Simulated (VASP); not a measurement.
**Sn4S: single point with PBE**

Sn4S:

```
CELL_PARAMETERS angstrom
5.17300 0.00000 0.00000
0.00000 5.17300 0.00000
0.00000 0.00000 5.17300
ATOMIC_POSITIONS crystal
Sn 0.00000 0.50000 0.50000
Sn 0.50000 0.00000 0.50000
Sn 0.50000 0.50000 0.00000
Sn 0.00000 0.00000 0.00000
S 0.50000 0.50000 0.50000
```

```
Program                : VASP 6.6.1
Task                   : single point
Functional             : PBE
Potentials or basis    : VASP PAW PBE potentials, release 64 (Sn_d, S)
Cutoff                 : 520 eV
k mesh                 : 4 × 4 × 4
Occupations            : gaussian, width 0.1 eV
Spin                   : no spin polarisation
Dipole correction      : no
Further INCAR settings : ALGO = Normal; EDIFF = 1e-07; NBANDS = 39
```

```
Pressure               : 5.1 GPa
Band gap on the k mesh : zero (band 31 reaches 6.92 eV, above the bottom of band 32 at 6.82 eV)
```

Levels at points of the mesh, in eV from the Fermi level:
```csv
k point,band 28,band 29,band 30,band 31,band 32,band 33,band 34,band 35
"(0.00, 0.00, 0.00)",-3.89,-1.01,-1.01,-1.01,1.53,1.53,1.53,4.17
"(0.50, 0.00, 0.00)",-1.48,-1.48,-0.48,-0.02,1.02,1.02,1.18,1.98
"(0.50, 0.50, 0.00)",-1.67,-1.19,-0.29,-0.29,-0.07,-0.07,0.26,1.69
"(0.50, 0.50, 0.50)",-3.73,-0.44,-0.44,-0.44,1.57,2.03,2.03,3.94
```

Run time: 34 s on 1 thread of Intel(R) Xeon(R) 6975P-C (Granite Rapids), on a shared host, peak memory 0.24 GiB.

Caveat: spin-orbit coupling is left out, which moves the levels of the heavy elements.
